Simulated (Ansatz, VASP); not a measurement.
TiB2: VASP beside Ansatz

```
Ti B
1.0
     2.98826    0.00000    0.00000
    -1.49413    2.58791    0.00000
     0.00000    0.00000    3.18477
Ti B
1 2
Direct
  0.00000 0.00000 0.00000
  0.33333 0.66667 0.50000
  0.66667 0.33333 0.50000
```

Change from the starting cell: volume scaled by 0.96.

Alike in both runs: task single point; functional PBE; k mesh 15 × 15 × 13; occupations fermi-dirac, width 0.08 eV; no spin polarisation.

|  | VASP | Ansatz |
| --- | --- | --- |
| version | VASP 6.6.1 | Ansatz 0.2.0 |
| potentials or method | VASP PAW PBE potentials, release 64 (Ti_sv, B), cutoff 520 eV | all-electron LAPW, scalar-relativistic |

Ansatz gave:

| Item | Value |
| --- | --- |
| pressure (GPa) | 11.6 |
| traceless stress, the component that is largest in VASP (GPa) | -2.27 |

**Question.** What did VASP give for the same quantities?

**Answer.** Pressure (GPa): 11.8; traceless stress, the component that is largest in VASP (GPa): -2.30.

Ansatz ran all-electron here, and VASP with PAW potentials.
